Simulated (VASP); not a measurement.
SnO2: single point with LDA

The system is SnO2.

```
Sn O
1.0
     3.23058    0.00000    0.00000
    -1.61529    2.79776    0.00000
     0.00000    0.00000   10.79056
Sn O
2 4
Direct
  0.00000 0.00000 0.50000
  0.00000 0.00000 0.00000
  0.66667 0.33333 0.40586
  0.66667 0.33333 0.09414
  0.33333 0.66667 0.59414
  0.33333 0.66667 0.90586
```

```yaml
Program: VASP 6.6.1
Task: single point
Functional: LDA
Potentials_or_basis: VASP PAW LDA potentials, release 64 (Sn_d, O)
Cutoff: 520 eV
k_mesh: 12 × 12 × 2
Occupations: gaussian, width 0.01 eV
Spin: no spin polarisation
Dipole_correction: no
Further_INCAR_settings: ALGO = Normal; EDIFF = 1e-06; NBANDS = 35
```

```json
{
 "Pressure": "-7.1 GPa",
 "Largest force": "0.637 eV/Å",
 "Band gap on the k mesh": "1.95 eV (least direct gap 2.38 eV)"
}
```

Forces in eV/Å, atoms in the order of the input:
```
Sn   0.000  0.000  0.000
Sn   0.000  0.000  0.000
O    0.000  0.000  0.637
O    0.000  0.000 -0.637
O    0.000  0.000 -0.637
O    0.000  0.000  0.637
```

Stress tensor (GPa, compression positive):
```
-8.35  0.00  0.00
 0.00 -8.35  0.00
 0.00  0.00 -4.70
```

Levels at points of the mesh, in eV from the valence-band top:
```
           k point  band 23  band 24  band 25  band 26  band 27  band 28  band 29  band 30
(0.00, 0.00, 0.00)    -0.91    -0.88    -0.88    -0.42     1.95     2.69     5.23     5.58
(0.50, 0.00, 0.00)    -0.58    -0.54    -0.47    -0.09     4.93     5.07     6.73     7.33
(0.00, 0.00, 0.50)    -0.89    -0.89    -0.76    -0.76     2.33     2.33     5.41     5.41
(0.50, 0.00, 0.50)    -0.56    -0.56    -0.26    -0.26     5.00     5.00     7.02     7.02
```

Run time: 81 s on 1 thread of AMD EPYC 7R13 Processor (Zen 3), with other jobs on the host, peak memory 0.2 GiB.

Caveat: the cell stands under tension; spin-orbit coupling is left out, which moves the levels of the heavy elements. A k mesh can miss the band edges.
